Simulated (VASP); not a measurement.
Crystal: GaN.

```
CELL_PARAMETERS angstrom
0.00000 2.13524 2.13524
2.13524 0.00000 2.13524
2.13524 2.13524 0.00000
ATOMIC_POSITIONS crystal
Ga 0.00000 0.00000 0.00000
N 0.50000 0.50000 0.50000
```

Program: VASP 6.6.1. Alike in all runs: task single point; potentials or basis VASP PAW PBE potentials, release 64 (Ga_d, N); cell as given; cutoff (eV) 520.

**Question.** Order these runs on this cell by their pressure, lowest first.
A. level RPBE+D3(BJ); spin collinear; k mesh 11 × 11 × 11; smearing fermi-dirac 0.05 eV
B. level PBEsol-based global hybrid with 25 % exact exchange; spin off; k mesh 6 × 6 × 6; smearing fermi-dirac 0.05 eV; grid for exact exchange (PRECFOCK) Normal; share of exact exchange 0.25
C. level PBEsol; spin non-collinear, zero start, SOC; k mesh 11 × 11 × 11; smearing tetrahedron
D. level r2SCAN+rVV10; spin non-collinear, zero start, SOC; k mesh 11 × 11 × 11; smearing gaussian 0.01 eV
E. level B3LYP; spin off; k mesh 6 × 6 × 6; smearing fermi-dirac 0.05 eV; grid for exact exchange (PRECFOCK) Normal; share of exact exchange 0.2

**Answer.** A (-20.5 GPa), B (-14.6 GPa), D (-9.0 GPa), C (-7.3 GPa), E (-1.0 GPa).

Caveats: some runs use coarse meshes; the PAW data sets were made with another functional, which shifts forces and pressure a little; the cell stands under tension (at least some runs); three body term missing (at least some runs); the dispersion term is far too large for a dense solid, which distorts pressure and volume (at least some runs).
